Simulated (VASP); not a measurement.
# Os: relaxation of cell and atoms with PBEsol

Os:

```
Os
1.0
     2.73410    0.00000    0.00000
    -1.36705    2.36780    0.00000
     0.00000    0.00000    4.31970
Os
2
Direct
  0.33333 0.66667 0.25000
  0.66667 0.33333 0.75000
```

* Program: VASP 6.6.1
* Task: relaxation of cell and atoms
* Functional: PBEsol
* Potentials or basis: VASP PAW PBE potentials, release 64 (Os)
* Cutoff: 600 eV
* k mesh: 20 × 20 × 12
* Occupations: methfessel-paxton, width 0.001 eV
* Spin: no spin polarisation
* Dipole correction: no
* Further INCAR settings: ALGO = Normal; EDIFF = 1e-06; IBRION = 2; EDIFFG = -0.002; NSW = 100; ISIF = 3

```
Relaxed volume                         : 13.91 Å³/atom
Relaxed cell                           : a = 2.730 Å, b = 2.730 Å, c = 4.309 Å, α = 90.00°, β = 90.00°, γ = 120.00°
Space group after relaxing (to 0.05 Å) : P6_3/mmc (No. 194)
Energy gained by relaxing              : 0.6 meV/atom
Ionic steps                            : 11
Pressure after relaxing                : 0.0 GPa
Band gap on the k mesh                 : zero (band 8 reaches 11.51 eV, above the bottom of band 9 at 7.51 eV)
```

The path:
```tsv
step	energy change (eV)	largest force (eV/Å)	pressure (GPa)	volume (Å³)
1	0.0000	0.0000	-2.35	27.96
2	0.0230	0.0000	11.60	27.14
3	-0.0011	0.0000	0.02	27.82
4	-0.0011	0.0000	0.02	27.81
5	0.0048	0.0000	5.66	27.48
6	-0.0011	0.0000	0.11	27.81
7	-0.0011	0.0000	-0.39	27.84
8	-0.0012	0.0000	-0.03	27.82
9	-0.0012	0.0000	-0.05	27.82
10	-0.0012	0.0000	0.10	27.81
11	-0.0012	0.0000	-0.01	27.82
```

Final structure:
```
Os
1.0
     2.73033    0.00000    0.00000
    -1.36517    2.36454    0.00000
     0.00000    0.00000    4.30884
Os
2
Direct
  0.33333 0.66667 0.25000
  0.66667 0.33333 0.75000
```

Levels at points of the mesh, in eV from the Fermi level:
| k point | band 6 | band 7 | band 8 | band 9 | band 10 | band 11 |
| --- | --- | --- | --- | --- | --- | --- |
| (0.00, 0.00, 0.00) | -2.29 | -2.29 | -1.63 | -1.63 | -0.03 | 1.67 |
| (0.50, 0.00, 0.00) | -2.63 | -1.94 | 2.01 | 2.58 | 2.72 | 4.41 |
| (0.00, 0.00, 0.50) | -3.34 | -3.34 | -3.34 | 0.87 | 0.87 | 0.87 |
| (0.50, 0.00, 0.50) | -1.27 | -0.22 | -0.22 | 2.35 | 2.35 | 3.29 |

Run time: 4.7 min on 1 thread of Intel(R) Xeon(R) Platinum 8124M CPU @ 3.00GHz (Skylake/Cascade Lake), on a shared host, peak memory 0.27 GiB.

Caveat: the PAW data sets were made with another functional, which shifts forces and pressure a little; spin-orbit coupling is left out, which moves the levels of the heavy elements.
